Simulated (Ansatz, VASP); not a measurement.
WSe2: VASP beside Ansatz

The input INCAR:

```
PREC = Accurate ; ENCUT = 520
EDIFF = 1E-6 ; ISMEAR = 0
SIGMA = 0.05 ; LREAL = F
LASPH = T ; NELM = 60
ALGO = Normal ; ISIF = 2
LWAVE = F ; LCHARG = F
GGA = PS ; NBANDS = 20
```

KPOINTS

```
Automatic mesh
0
Gamma
  12 12 2
```

Contents of POSCAR:

```
WSe2
1.0
    3.1683912536     -0.0736141138      0.1843277587
   -1.6479473194      2.7801034895     -0.0909871200
    0.9254417754      0.0068220577     15.9104968356
W Se
1 2
Direct
   -0.0043251593      0.0132692761     -0.0010626711
    0.3814904526      0.6862459040      0.1015360390
    0.2895013733      0.6338181532      0.8995266321
```

Input for Ansatz:

```yaml
crystal:
  lattice:
    - [3.1683912536, -0.0736141138, 0.1843277587]
    - [-1.6479473194, 2.7801034895, -0.09098712]
    - [0.9254417754, 0.0068220577, 15.9104968356]
  atoms:
    - { symbol: W, position: [-0.0043251593, 0.0132692761, -0.0010626711] }
    - { symbol: Se, position: [0.3814904526, 0.686245904, 0.101536039] }
    - { symbol: Se, position: [0.2895013733, 0.6338181532, 0.8995266321] }
basis:
  ecutwfc: 420
kpoints:
  mp_grid: { grid: [12, 12, 2] }
hamiltonian:
  xc: pbesol
scf:
  occupations: { method: gaussian, width: 0.05 }
output:
  forces: true
  stress: true
  eigenvalues: true
```

Change from the starting cell: all atoms moved at random (sigma 0.1 Å a component), cell strained at random (sigma 0.05).

Alike in both runs: task single point; functional PBEsol; k mesh 12 × 12 × 2; occupations gaussian, width 0.05 eV; no spin polarisation.

|  | VASP | Ansatz |
| --- | --- | --- |
| version | VASP 6.6.1 | Ansatz 0.2.0 |
| potentials or method | VASP PAW PBE potentials, release 64 (W_sv, Se), cutoff 520 eV | scalar-relativistic, plane waves, PAW |
| valence electrons in the cell | 26 | 46 |

|  | VASP | Ansatz | Ansatz less VASP |
| --- | --- | --- | --- |
| gap on the k mesh at the Fermi level (eV) | 1.53 | 1.53 | -0.001 |
| least direct gap on the mesh (eV) | 1.69 | 1.70 | +0.005 |
| rms of the force components (eV/Å) | 2.691 | 2.646 | -0.0447 |

VASP's potentials were made for PBE, not for PBEsol. Atom by atom the forces differ by 0.052 eV/Å (rms over components). VASP's potentials hold 26 valence electrons a cell and Ansatz's 46, so a difference there can come from the potentials and not from the codes.

Spin-orbit coupling is off throughout.
